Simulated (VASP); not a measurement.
# GaP (F-43m) in VASP: further runs

GaP is run at these levels: b88 exchange, pbe correlation, LDA; tasks: relaxation of cell and atoms, single point.

Program: VASP 6.6.1. These are calculated values, not measurements. Logs are shortened: lines on timing, memory, paths and dates and some standing lists are left out, and cuts for length are marked.

## (1) The cell of the first run

The structure is cubic, space group F-43m (No. 216). The conventional cell has a = 5.451 Å, b = 5.451 Å, c = 5.451 Å, α = 90.00°, β = 90.00°, γ = 90.00°. Ga (site symmetry -43m) has 4 P at 2.36 Å within 3.1 Å. P (site symmetry -43m) has 4 Ga at 2.36 Å within 3.1 Å.

## (2) Relaxation of cell and atoms, b88 exchange, pbe correlation

The input, INCAR:

```
PREC     = Accurate       # precision mode
ENCUT    = 500            # plane-wave cutoff, eV
EDIFF    = 1E-7           # SCF threshold, eV
ISMEAR   = -1             # smearing method
SIGMA    = 0.05           # smearing width, eV
LREAL    = False          # projectors in reciprocal space
LASPH    = True           # aspherical terms in the spheres
NELM     = 120            # most SCF steps
ALGO     = Normal         # electronic algorithm
ISIF     = 3              # what is computed and relaxed
LWAVE    = False          # write WAVECAR
LCHARG   = False          # write CHGCAR
GGA      = LIBXC          # functional
LIBXC1   = GGA_X_B88    
LIBXC2   = GGA_C_PBE    
IBRION   = 2              # ionic algorithm
NSW      = 60             # ionic steps
EDIFFG   = -0.01          # ionic threshold
GGA_COMPAT= False        
NELMIN   = 4
```

The input, KPOINTS:

```
regular mesh
0
Gamma
  8 8 8
```

The input, POSCAR:

```
GaP
1.0
    0.0000000000      2.7252500000      2.7252500000
    2.7252500000      0.0000000000      2.7252500000
    2.7252500000      2.7252500000      0.0000000000
Ga P
1 1
Direct
    0.0000000000      0.0000000000      0.0000000000
    0.7500000000      0.7500000000      0.7500000000
```

Potentials or basis: VASP PAW PBE potentials, release 64 (Ga_d, P).

The run is started by

```
$ cat potpaw_PBE.64/Ga_d/POTCAR potpaw_PBE.64/P/POTCAR > POTCAR
$ mpirun -np 1 vasp_std > vasp.out
```

OUTCAR:

```text
PREC = Accurate
   ENCUT = 500
   EDIFF = 1E-7
   ISMEAR = -1
   LREAL = False
   LASPH = True
   NELM = 120
   ISIF = 3
   GGA = LIBXC
   IBRION = 2
   NSW = 60
   EDIFFG = -0.01
   NELMIN = 4

 ion  position               nearest neighbor table
   1  0.000  0.000  0.000-   2 2.36   2 2.36   2 2.36   2 2.36
   2  0.750  0.750  0.750-   1 2.36   1 2.36   1 2.36   1 2.36

  LATTYP: Found a face centered cubic cell.
 ALAT       =     5.4505000000

  Lattice vectors:

 A1 = (   0.0000000000,   2.7252500000,   2.7252500000)
 A2 = (   2.7252500000,   0.0000000000,   2.7252500000)
 A3 = (   2.7252500000,   2.7252500000,   0.0000000000)

Analysis of symmetry for initial positions (statically):
=====================================================================
 Subroutine PRICEL returns:
 Original cell was already a primitive cell.

 Routine SETGRP: Setting up the symmetry group for a
 face centered cubic supercell.

 Subroutine GETGRP returns: Found 24 space group operations
 (whereof 24 operations were pure point group operations)
 out of a pool of 48 trial point group operations.

The static configuration has the point symmetry T_d .

Analysis of symmetry for dynamics (positions and initial velocities):
=====================================================================
 Subroutine PRICEL returns:
 Original cell was already a primitive cell.

 Routine SETGRP: Setting up the symmetry group for a
 face centered cubic supercell.

 Subroutine GETGRP returns: Found 24 space group operations
 (whereof 24 operations were pure point group operations)
 out of a pool of 48 trial point group operations.

The dynamic configuration has the point symmetry T_d .

 Subroutine INISYM returns: Found 24 space group operations
 (whereof 24 operations are pure point group operations),
 and found     1 'primitive' translations

----------------------------------------------------------------------------------------

                                     Primitive cell

  volume of cell :      40.4808

  direct lattice vectors                    reciprocal lattice vectors
     0.000000000  2.725250000  2.725250000    -0.183469406  0.183469406  0.183469406
     2.725250000  0.000000000  2.725250000     0.183469406 -0.183469406  0.183469406
     2.725250000  2.725250000  0.000000000     0.183469406  0.183469406 -0.183469406

  length of vectors
     3.854085511  3.854085511  3.854085511     0.317778334  0.317778334  0.317778334

  position of ions in fractional coordinates (direct lattice)
     0.000000000  0.000000000  0.000000000
     0.750000000  0.750000000  0.750000000

  ion indices of the primitive-cell ions
   primitive index   ion index
                 1           1
                 2           2

----------------------------------------------------------------------------------------

 KPOINTS: regular mesh

Automatic generation of k-mesh.
 Grid dimensions read from file:
 generate k-points for:    8    8    8

 Generating k-lattice:

  Cartesian coordinates                     Fractional coordinates (reciprocal lattice)
    -0.022933676  0.022933676  0.022933676     0.125000000  0.000000000  0.000000000
     0.022933676 -0.022933676  0.022933676     0.000000000  0.125000000  0.000000000
     0.022933676  0.022933676 -0.022933676     0.000000000  0.000000000  0.125000000

  Length of vectors
     0.039722292  0.039722292  0.039722292

  Shift w.r.t. Gamma in fractional coordinates (k-lattice)
     0.000000000  0.000000000  0.000000000

 Subroutine IBZKPT returns following result:
 ===========================================

 Found     29 irreducible k-points:

 Following reciprocal coordinates:
            Coordinates               Weight
  0.000000  0.000000  0.000000      1.000000
  0.125000  0.000000  0.000000      8.000000
  0.250000  0.000000  0.000000      8.000000
  0.375000  0.000000  0.000000      8.000000
  0.500000  0.000000  0.000000      4.000000
  0.125000  0.125000  0.000000      6.000000
[... 16 lines left out ...]
  0.500000  0.250000  0.125000     48.000000
 -0.375000  0.250000  0.125000     24.000000
 [... further k-points ...]
   k-points           NKPTS =     29   k-points in BZ     NKDIM =     29   number of bands    NBANDS=     13
   number of dos      NEDOS =    301   number of ions     NIONS =      2
   total plane-waves  NPLWV =  21952
   dimension x,y,z NGX =    28 NGY =   28 NGZ =   28
   dimension x,y,z NGXF=    56 NGYF=   56 NGZF=   56
   ions per type =               1   1
   NGX,Y,Z   is equivalent  to a cutoff of  12.08, 12.08, 12.08 a.u.
   NGXF,Y,Z  is equivalent  to a cutoff of  24.16, 24.16, 24.16 a.u.
 SYSTEM =  unknown system
   PREC   = accura    normal or accurate (medium, high low for compatibility)
   ISTART =      0    job   : 0-new  1-cont  2-samecut
   ICHARG =      2    charge: 1-file 2-atom 10-const
   ISPIN  =      1    spin polarized calculation?
   LNONCOLLINEAR =      F non collinear calculations
   LSORBIT =      F    spin-orbit coupling
   LASPH  =      T    aspherical Exc in radial PAW
   ENCUT  =  500.0 eV  36.75 Ry    6.06 a.u.   7.03  7.03  7.03*2*pi/ulx,y,z
   NELM   =    120;   NELMIN=  4; NELMDL= -5     # of ELM steps
   EDIFF  = 0.1E-06   stopping-criterion for ELM
   LREAL  =      F    real-space projection
   EDIFFG = -.1E-01   stopping-criterion for IOM
   NSW    =     60    number of steps for IOM
   IBRION =      2    ionic relax: 0-MD 1-quasi-New 2-CG
   NFREE  =      1    steps in history (QN), initial steepest desc. (CG)
   ISIF   =      3    stress and relaxation
   ISYM   =      2    0-nonsym 1-usesym 2-fastsym
   POTIM  = 0.5000    time-step for ionic-motion
   TEBEG  =    0.0;   TEEND  =   0.0 temperature during run
   PSTRESS=    0.0 pullay stress
   NELECT =      18.0000    total number of electrons
   NUPDOWN=      -1.0000    fix difference up-down
   EMIN   =  10.00;   EMAX   =-10.00  energy-range for DOS
   EFERMI =   0.00;   METHOD = LEGACY
   ISMEAR =    -1;   SIGMA  =   0.05  broadening in eV -4-tet -1-fermi 0-gaus
   EFERMI_NEDOS =   21; number of points for ismear=-14 and -15
   IALGO  =     38    algorithm
   IMIX   =      4    mixing-type and parameters
     AMIX     =   0.40;   BMIX     =  1.00
     AMIX_MAG =   1.60;   BMIX_MAG =  1.00
  volume/ion in A,a.u.               =      20.24       136.59
  Fermi-wavevector in a.u.,A,eV,Ry     =   1.249538  2.361284 21.243377  1.561344
  Thomas-Fermi vector in A             =   2.383574
   LORBIT       =      0    0 simple, 1 ext, 2 COOP (PROOUT), +10 PAW based schemes
   GGA     = LIBXC    functional components
   LHFCALC =     F    Hartree Fock is set to
   AEXX    =    0.0000 exact exchange contribution
   IVDW    =     0    specifies the selected vdW correction
   LEPSILON=     F    determine dielectric tensor
   LRPA    =     F    only Hartree local field effects (RPA)
 conjugate gradient relaxation of ions
 non-spin polarized calculation
  energy-cutoff  :      500.00
  volume of cell :       40.48
 maximum number of plane-waves:      1056
   NGX = 13   NGY = 13   NGZ = 13

--------------------------------------- Ionic step        1  -------------------------------------------

 number of electron      18.0000016 magnetization

 Free energy of the ion-electron system (eV)
  ---------------------------------------------------
  ext. energy  EPLUGINS =         0.00000000
  ---------------------------------------------------
  free energy    TOTEN  =        -8.88964577 eV

  energy without entropy =       -8.88964577  energy(sigma->0) =       -8.88964577

------------------------ aborting loop because EDIFF is reached ----------------------------------------

  FORCE on cell =-STRESS in cart. coord.  units (eV):
  Direction    XX          YY          ZZ          XY          YZ          ZX
  --------------------------------------------------------------------------------------
  -------------------------------------------------------------------------------------
  Total        0.5867980      0.5867980      0.5867980      0.0000000      0.0000000      0.0000000
  in kB       23.2247027     23.2247027     23.2247027      0.0000000      0.0000000      0.0000000
  external PRESSURE =      23.2247027 kB  Pullay stress =       0.0000000 kB
[... 57 lines left out ...]
  energy  without entropy=       -8.8958690388  energy(sigma->0) =       -8.89586904

--------------------------------------- Ionic step        3  -------------------------------------------

 number of electron      18.0000010 magnetization

 Free energy of the ion-electron system (eV)
  ---------------------------------------------------
  ext. energy  EPLUGINS =         0.00000000
  ---------------------------------------------------
  free energy    TOTEN  =        -8.89780231 eV

  energy without entropy =       -8.89780230  energy(sigma->0) =       -8.89780230

 E-fermi :   5.1030     XC(G=0):  -9.7306

 val. band max:        4.3310296260   @ k =   0.0000   0.0000   0.0000
 cond. band min:       5.9119223458   @ k =   0.5000   0.0000   0.0000
 fundamental gap:      1.5808927198
 Fermi energy:         5.1030499500

 k-point     1 :       0.0000    0.0000    0.0000
  band No.  band energies     occupation
      1     -10.2219      2.00000
      2     -10.2219      2.00000
      3     -10.2219      2.00000
      4     -10.1306      2.00000
      5     -10.1306      2.00000
      6      -7.9509      2.00000
      7       4.3310      2.00000
      8       4.3310      2.00000
      9       4.3310      2.00000
     10       5.9131      0.00000
     11       8.2293      0.00000
     12       8.2293      0.00000
     13       8.2293      0.00000
[... 353 lines left out ...]
 k-point    24 :      -0.3750    0.2500    0.1250
  band No.  band energies     occupation
      1     -10.2995      2.00000
      2     -10.1939      2.00000
      3     -10.1831      2.00000
      4     -10.1351      2.00000
      5     -10.1240      2.00000
      6      -5.5879      2.00000
      7      -1.9531      2.00000
      8       1.2413      2.00000
      9       2.4744      2.00000
     10       7.7014      0.00000
     11       8.6498      0.00000
     12      10.7113      0.00000
     13      12.1697      0.00000

 [... further k-points ...]

------------------------ aborting loop because EDIFF is reached ----------------------------------------

  FORCE on cell =-STRESS in cart. coord.  units (eV):
  Direction    XX          YY          ZZ          XY          YZ          ZX
  --------------------------------------------------------------------------------------
  -------------------------------------------------------------------------------------
  Total       -0.0003342     -0.0003342     -0.0003342      0.0000000      0.0000000     -0.0000000
  in kB       -0.0128604     -0.0128604     -0.0128604      0.0000000      0.0000000     -0.0000000
  external PRESSURE =      -0.0128604 kB  Pullay stress =       0.0000000 kB
[... 17 lines left out ...]
  FREE ENERGIE OF THE ION-ELECTRON SYSTEM (eV)
  ---------------------------------------------------
  free  energy   TOTEN  =        -8.8978023063 eV

  energy  without entropy=       -8.8978023020  energy(sigma->0) =       -8.89780230

 reached required accuracy - stopping structural energy minimisation
```

Run time: 20 s. Hardware: 1 thread of Intel Xeon 6975P-C (Granite Rapids), shared host; peak memory 0.16 GiB.

What came out:

```yaml
Free_energy: -8.8978 eV
Relaxed_volume: 20.82 Å³/atom
Relaxed_cell: a = 3.890 Å, b = 3.890 Å, c = 3.890 Å, α = 60.00°, β = 60.00°, γ = 60.00°
Space_group_after_relaxing_to_0.1_Å: F-43m (No. 216)
Energy_gained_by_relaxing: 4.1 meV/atom
Ionic_steps: 3
Pressure_after_relaxing: 0.0 GPa
Band_gap_on_the_k_mesh: 1.58 eV
```

Step by step:
| step | energy change (eV) | largest force (eV/Å) | pressure (GPa) | volume (Å³) |
| --- | --- | --- | --- | --- |
| 1 | 0.0000 | 0.0000 | 2.32 | 40.48 |
| 2 | -0.0062 | 0.0000 | -1.03 | 42.22 |
| 3 | -0.0082 | 0.0000 | 0.00 | 41.64 |

Final structure:
```
Ga P
1.0
     0.00000    2.75096    2.75096
     2.75096    0.00000    2.75096
     2.75096    2.75096    0.00000
Ga P
1 1
Direct
  0.00000 0.00000 0.00000
  0.75000 0.75000 0.75000
```

Caveat: the PAW data sets were made with another functional, which shifts forces and pressure a little. Zero-point motion and thermal expansion aren't in these numbers.

## (3) Single point, LDA

The input, INCAR:

```
SYSTEM = GaP
  ALGO = Normal
  EDIFF = 1E-6
  ENCUT = 520
  ISIF = 2
  ISMEAR = -1
  LASPH = .True.
  LCHARG = .False.
  LREAL = .False.
  LWAVE = .False.
  NBANDS = 16
  NELM = 100
  PREC = Accurate
  SIGMA = 0.05
```

The input, KPOINTS:

```
k-points
0
Gamma
  8 8 8
  0 0 0
```

POSCAR is that of step 2.

Potentials or basis: VASP PAW LDA potentials, release 64 (Ga_d, P).

The run is started by

```
$ cat potpaw_LDA.64/Ga_d/POTCAR potpaw_LDA.64/P/POTCAR > POTCAR
$ mpirun -np 1 vasp_std > vasp.out
```

Run time: 19 s. Hardware: 1 thread of Intel Xeon 8259CL, shared host; peak memory 0.15 GiB.

It converged, with:

```yaml
Free_energy: -10.4402 eV
Pressure: -2.7 GPa
Band_gap_on_the_k_mesh: 1.49 eV (least direct gap 1.64 eV)
```

Levels at points of the mesh, in eV from the valence-band top:
```csv
k point,band 5,band 6,band 7,band 8,band 9,band 10,band 11,band 12,band 13,band 14
"(0.00, 0.00, 0.00)",-14.61,-12.51,0.00,0.00,0.00,1.64,3.79,3.79,3.79,8.49
"(0.50, 0.00, 0.00)",-14.60,-10.43,-6.71,-1.13,-1.13,1.52,4.63,4.63,8.05,10.64
"(0.50, 0.50, 0.00)",-14.59,-9.51,-6.84,-2.71,-2.71,1.50,1.68,10.45,10.45,10.96
```
